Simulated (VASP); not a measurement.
# TiSi2 (Cmcm) in VASP: further runs

TiSi2 is run at these levels: PBEsol; tasks: single point.

Everything below comes from runs of VASP 6.6.1. Logs are shortened: lines on timing, memory, paths and dates and some standing lists are left out, and cuts for length are marked.

**1. The cell of the first run**

Symmetry: Cmcm, No. 63, orthorhombic system. The conventional cell has a = 3.675 Å, b = 12.875 Å, c = 3.715 Å, α = 90.00°, β = 90.00°, γ = 90.00°. Within 3.5 Å of Ti (site symmetry m2m) lie 10 Si at 2.65 to 2.78 Å and 2 Ti at 3.23 Å. Si (site symmetry m2m) has 6 Si at 2.42 to 3.07 Å and 6 Ti at 2.67 to 2.78 Å within 3.2 Å. Si (site symmetry m2m) has 8 Si at 2.61 to 3.07 Å and 4 Ti at 2.65 Å within 3.4 Å.

**2. Single point, PBEsol (14.65 Å³/atom)**

INCAR

```
PREC     = Accurate       # precision mode
ENCUT    = 520            # plane-wave cutoff, eV
EDIFF    = 1E-6           # SCF threshold, eV
ISMEAR   = 0              # smearing method
SIGMA    = 0.15           # smearing width, eV
LREAL    = F              # projectors in reciprocal space
LASPH    = T              # aspherical terms in the spheres
NELM     = 60             # most SCF steps
ALGO     = Normal         # electronic algorithm
ISIF     = 2              # what is computed and relaxed
LWAVE    = F              # write WAVECAR
LCHARG   = F              # write CHGCAR
GGA      = PS             # functional
NBANDS   = 29             # bands
```

KPOINTS

```
regular mesh
0
Gamma
  14 14 12
```

POSCAR

```
TiSi2
1.0
    1.8375111402     -6.4374972796      0.0000000000
    1.8375111402      6.4374972796      0.0000000000
    0.0000000000      0.0000000000      3.7154535838
Ti Si
2 4
Direct
    0.8975108623      0.1024891377      0.7500000000
    0.1024891377      0.8975108623      0.2500000000
    0.5599809709      0.4400190291      0.7500000000
    0.4400190291      0.5599809709      0.2500000000
    0.2497198722      0.7502801278      0.7500000000
    0.7502801278      0.2497198722      0.2500000000
```

Potentials or basis: VASP PAW PBE potentials, release 64 (Ti_sv, Si).

On the command line:

```sh
cat potpaw_PBE.64/Ti_sv/POTCAR potpaw_PBE.64/Si/POTCAR > POTCAR
mpirun -np 1 vasp_std > vasp.out
```

OUTCAR:

```text
PREC = Accurate
   ENCUT = 520
   EDIFF = 1E-6
   ISMEAR = 0
   LREAL = F
   LASPH = T
   NELM = 60
   ISIF = 2
   GGA = PS

 ion  position               nearest neighbor table
   1  0.898  0.102  0.750-   5 2.65   5 2.65   6 2.65   6 2.65   4 2.67   4 2.67   4 2.67   4 2.67
                             3 2.78   3 2.78
   2  0.102  0.898  0.250-   6 2.65   6 2.65   5 2.65   5 2.65   3 2.67   3 2.67   3 2.67   3 2.67
                             4 2.78   4 2.78
   3  0.560  0.440  0.750-   4 2.42   4 2.42   2 2.67   2 2.67   2 2.67   2 2.67   1 2.78   1 2.78
                             5 3.06   5 3.06   6 3.07   6 3.07
   4  0.440  0.560  0.250-   3 2.42   3 2.42   1 2.67   1 2.67   1 2.67   1 2.67   2 2.78   2 2.78
                             6 3.06   6 3.06   5 3.07   5 3.07
   5  0.250  0.750  0.750-   6 2.61   6 2.61   6 2.61   6 2.61   1 2.65   1 2.65   2 2.65   2 2.65
                             3 3.06   3 3.06   4 3.07   4 3.07
   6  0.750  0.250  0.250-   5 2.61   5 2.61   5 2.61   5 2.61   2 2.65   2 2.65   1 2.65   1 2.65
                             4 3.06   4 3.06   3 3.07   3 3.07

  LATTYP: Found a base centered orthorhombic cell.
 ALAT       =     3.6750222804
 B/A-ratio  =     3.5033786401
 C/A-ratio  =     1.0110016485

  Lattice vectors:

 A1 = (   1.8375111402,  -6.4374972796,   0.0000000000)
 A2 = (   1.8375111402,   6.4374972796,   0.0000000000)
 A3 = (   0.0000000000,   0.0000000000,   3.7154535838)

Analysis of symmetry for initial positions (statically):
=====================================================================
 Subroutine PRICEL returns:
 Original cell was already a primitive cell.

 Routine SETGRP: Setting up the symmetry group for a
 base centered orthorhombic supercell.

 Subroutine GETGRP returns: Found  8 space group operations
 (whereof  4 operations were pure point group operations)
 out of a pool of  8 trial point group operations.

The static configuration has the point symmetry C_2h.
 The point group associated with its full space group is D_2h.

Analysis of symmetry for dynamics (positions and initial velocities):
=====================================================================
 Subroutine PRICEL returns:
 Original cell was already a primitive cell.

 Routine SETGRP: Setting up the symmetry group for a
 base centered orthorhombic supercell.

 Subroutine GETGRP returns: Found  8 space group operations
 (whereof  4 operations were pure point group operations)
 out of a pool of  8 trial point group operations.

The dynamic configuration has the point symmetry C_2h.
 The point group associated with its full space group is D_2h.

 Subroutine INISYM returns: Found  8 space group operations
 (whereof  4 operations are pure point group operations),
 and found     1 'primitive' translations

----------------------------------------------------------------------------------------

                                     Primitive cell

  volume of cell :      87.9000

  direct lattice vectors                    reciprocal lattice vectors
     1.837511140 -6.437497280  0.000000000     0.272107194 -0.077669936  0.000000000
     1.837511140  6.437497280  0.000000000     0.272107194  0.077669936  0.000000000
     0.000000000  0.000000000  3.715453584     0.000000000  0.000000000  0.269146143

  length of vectors
     6.694611147  6.694611147  3.715453584     0.282975165  0.282975165  0.269146143

  position of ions in fractional coordinates (direct lattice)
     0.897510862  0.102489138  0.750000000
     0.102489138  0.897510862  0.250000000
     0.559980971  0.440019029  0.750000000
     0.440019029  0.559980971  0.250000000
     0.249719872  0.750280128  0.750000000
     0.750280128  0.249719872  0.250000000

  ion indices of the primitive-cell ions
   primitive index   ion index
                 1           1
                 2           2
                 3           3
                 4           4
                 5           5
                 6           6

----------------------------------------------------------------------------------------

 KPOINTS: regular mesh

Automatic generation of k-mesh.
 Grid dimensions read from file:
 generate k-points for:   14   14   12

 Generating k-lattice:

  Cartesian coordinates                     Fractional coordinates (reciprocal lattice)
     0.019436228 -0.005547853  0.000000000     0.071428571  0.000000000  0.000000000
     0.019436228  0.005547853  0.000000000     0.000000000  0.071428571  0.000000000
     0.000000000  0.000000000  0.022428845     0.000000000  0.000000000  0.083333333

  Length of vectors
     0.020212512  0.020212512  0.022428845

  Shift w.r.t. Gamma in fractional coordinates (k-lattice)
     0.000000000  0.000000000  0.000000000

 Subroutine IBZKPT returns following result:
 ===========================================

 Found    399 irreducible k-points:

 Following reciprocal coordinates:
            Coordinates               Weight
  0.000000  0.000000  0.000000      1.000000
  0.071429  0.000000  0.000000      4.000000
  0.142857  0.000000  0.000000      4.000000
  0.214286  0.000000  0.000000      4.000000
  0.285714  0.000000  0.000000      4.000000
  0.357143  0.000000  0.000000      4.000000
[... 16 lines left out ...]
  0.214286  0.142857  0.000000      4.000000
  0.285714  0.142857  0.000000      4.000000
 [... further k-points ...]
   k-points           NKPTS =    399   k-points in BZ     NKDIM =    399   number of bands    NBANDS=     29
   number of dos      NEDOS =    301   number of ions     NIONS =      6
   total plane-waves  NPLWV =  70000
   dimension x,y,z NGX =    50 NGY =   50 NGZ =   28
   dimension x,y,z NGXF=   100 NGYF=  100 NGZF=   56
   ions per type =               2   4
   NGX,Y,Z   is equivalent  to a cutoff of  12.42, 12.42, 12.53 a.u.
   NGXF,Y,Z  is equivalent  to a cutoff of  24.83, 24.83, 25.06 a.u.
 SYSTEM =  unknown system
   PREC   = accura    normal or accurate (medium, high low for compatibility)
   ISTART =      0    job   : 0-new  1-cont  2-samecut
   ICHARG =      2    charge: 1-file 2-atom 10-const
   ISPIN  =      1    spin polarized calculation?
   LNONCOLLINEAR =      F non collinear calculations
   LSORBIT =      F    spin-orbit coupling
   LASPH  =      T    aspherical Exc in radial PAW
   ENCUT  =  520.0 eV  38.22 Ry    6.18 a.u.  12.45 12.45  6.91*2*pi/ulx,y,z
   NELM   =     60;   NELMIN=  2; NELMDL= -5     # of ELM steps
   EDIFF  = 0.1E-05   stopping-criterion for ELM
   LREAL  =      F    real-space projection
   EDIFFG = 0.1E-04   stopping-criterion for IOM
   NSW    =      0    number of steps for IOM
   IBRION =     -1    ionic relax: 0-MD 1-quasi-New 2-CG
   NFREE  =      0    steps in history (QN), initial steepest desc. (CG)
   ISIF   =      2    stress and relaxation
   ISYM   =      2    0-nonsym 1-usesym 2-fastsym
   POTIM  = 0.5000    time-step for ionic-motion
   TEBEG  =    0.0;   TEEND  =   0.0 temperature during run
   PSTRESS=    0.0 pullay stress
   NELECT =      40.0000    total number of electrons
   NUPDOWN=      -1.0000    fix difference up-down
   EMIN   =  10.00;   EMAX   =-10.00  energy-range for DOS
   EFERMI =   0.00;   METHOD = LEGACY
   ISMEAR =     0;   SIGMA  =   0.15  broadening in eV -4-tet -1-fermi 0-gaus
   EFERMI_NEDOS =   21; number of points for ismear=-14 and -15
   IALGO  =     38    algorithm
   IMIX   =      4    mixing-type and parameters
     AMIX     =   0.40;   BMIX     =  1.00
     AMIX_MAG =   1.60;   BMIX_MAG =  1.00
  volume/ion in A,a.u.               =      14.65        98.86
  Fermi-wavevector in a.u.,A,eV,Ry     =   1.259211  2.379564 21.573568  1.585613
  Thomas-Fermi vector in A             =   2.392782
   LORBIT       =      0    0 simple, 1 ext, 2 COOP (PROOUT), +10 PAW based schemes
   GGA     = PS    functional components
   LHFCALC =     F    Hartree Fock is set to
   AEXX    =    0.0000 exact exchange contribution
   IVDW    =     0    specifies the selected vdW correction
   LEPSILON=     F    determine dielectric tensor
   LRPA    =     F    only Hartree local field effects (RPA)
 non-spin polarized calculation
 Gauss-broadening in eV      SIGMA  =   0.15
  energy-cutoff  :      520.00
  volume of cell :       87.90
 maximum number of plane-waves:      2390
 NGX is ok and might be reduce to    50
   NGX = 25   NGY = 25   NGZ = 13

 number of electron      39.9999991 magnetization

 Free energy of the ion-electron system (eV)
  ---------------------------------------------------
  ext. energy  EPLUGINS =         0.00000000
  ---------------------------------------------------
  free energy    TOTEN  =       -43.33059826 eV

  energy without entropy =      -43.30900625  energy(sigma->0) =      -43.31980225

 E-fermi :  10.0456     XC(G=0): -11.5933

 val. band max:       10.0396612802   @ k =  -0.2857   0.2143   0.3333
 cond. band min:      10.0471119582   @ k =  -0.4286   0.3571   0.1667
 fundamental gap:      0.0074506781
 Fermi energy:        10.0456074025

 k-point     1 :       0.0000    0.0000    0.0000
  band No.  band energies     occupation
      1     -46.5596      2.00000
      2     -46.5469      2.00000
      3     -23.0020      2.00000
      4     -22.9901      2.00000
      5     -22.9736      2.00000
      6     -22.9643      2.00000
[... 21 lines left out ...]
     28      13.1150      0.00000
     29      13.1151      0.00000

 k-point     2 :       0.0714    0.0000    0.0000
  band No.  band energies     occupation
      1     -46.5594      2.00000
      2     -46.5468      2.00000
      3     -23.0017      2.00000
      4     -22.9927      2.00000
      5     -22.9758      2.00000
      6     -22.9637      2.00000
[... 21 lines left out ...]
     28      12.9801      0.00000
     29      13.1371      0.00000

 k-point     3 :       0.1429    0.0000    0.0000
  band No.  band energies     occupation
      1     -46.5591      2.00000
      2     -46.5464      2.00000
      3     -23.0010      2.00000
      4     -23.0000      2.00000
      5     -22.9822      2.00000
      6     -22.9623      2.00000
[... 638 lines left out ...]
      5     -22.9979      2.00000
      6     -22.9599      2.00000
[... 21 lines left out ...]
     28      12.9517      0.00000
     29      13.8005      0.00000

 k-point    24 :       0.2857    0.1429    0.0000
  band No.  band energies     occupation
      1     -46.5570      2.00000
      2     -46.5446      2.00000
      3     -23.0395      2.00000
      4     -23.0167      2.00000
      5     -22.9971      2.00000
      6     -22.9594      2.00000
[... 21 lines left out ...]
     28      13.0020      0.00000
     29      13.5844      0.00000

 [... further k-points ...]

------------------------ aborting loop because EDIFF is reached ----------------------------------------

  FORCE on cell =-STRESS in cart. coord.  units (eV):
  Direction    XX          YY          ZZ          XY          YZ          ZX
  --------------------------------------------------------------------------------------
  -------------------------------------------------------------------------------------
  Total       -6.8942153      2.3287230     -7.3684076      0.0000000     -0.0000000      0.0000000
  in kB     -125.6627472     42.4462705   -134.3059794      0.0000000     -0.0000000      0.0000000
  external PRESSURE =     -72.5074854 kB  Pullay stress =       0.0000000 kB

 VOLUME and BASIS-vectors are now :
 -----------------------------------------------------------------------------
  energy-cutoff  :      520.00
  volume of cell :       87.90
      direct lattice vectors                 reciprocal lattice vectors
     1.837511140 -6.437497280  0.000000000     0.272107194 -0.077669936  0.000000000
     1.837511140  6.437497280  0.000000000     0.272107194  0.077669936  0.000000000
     0.000000000  0.000000000  3.715453584     0.000000000  0.000000000  0.269146143

 POSITION                                       TOTAL-FORCE (eV/Angst)
 -----------------------------------------------------------------------------------
      1.83751     -5.11795      2.78659         0.000000     -0.459493      0.000000
      1.83751      5.11795      0.92886         0.000000      0.459493      0.000000
      1.83751     -0.77225      2.78659         0.000000     -0.177638     -0.000000
      1.83751      0.77225      0.92886         0.000000      0.177638     -0.000000
      1.83751      3.22236      2.78659         0.000000      0.035866     -0.000000
      1.83751     -3.22236      0.92886         0.000000     -0.035866     -0.000000
 -----------------------------------------------------------------------------------
    total drift:                                0.000000     -0.000000     -0.000000

  FREE ENERGIE OF THE ION-ELECTRON SYSTEM (eV)
  ---------------------------------------------------
  free  energy   TOTEN  =       -43.3305982563 eV

  energy  without entropy=      -43.3090062482  energy(sigma->0) =      -43.31980225
```

It took 19 min on 1 thread of Intel Xeon Platinum 8259CL at 2.50GHz (Skylake/Cascade Lake), shared host; peak memory 0.87 GiB.

What came out:

* Free energy: -43.3306 eV
* Pressure: -7.3 GPa
* Largest force: 0.459 eV/Å
* Band gap on the k mesh: zero (bands 20 and 21 overlap by 0.81 eV)

Forces on the atoms (eV/Å):
```
Ti   0.000 -0.459  0.000
Ti   0.000  0.459  0.000
Si   0.000 -0.178  0.000
Si   0.000  0.178  0.000
Si   0.000  0.036  0.000
Si   0.000 -0.036  0.000
```

Stress tensor (GPa, compression positive):
```
-12.57   0.00   0.00
  0.00   4.24   0.00
  0.00   0.00 -13.43
```

Caveat: the stress differs along the axes, from -13 to 4 GPa; the PAW data sets were made with another functional, which shifts forces and pressure a little.

(Continued in part 2 of 2.)
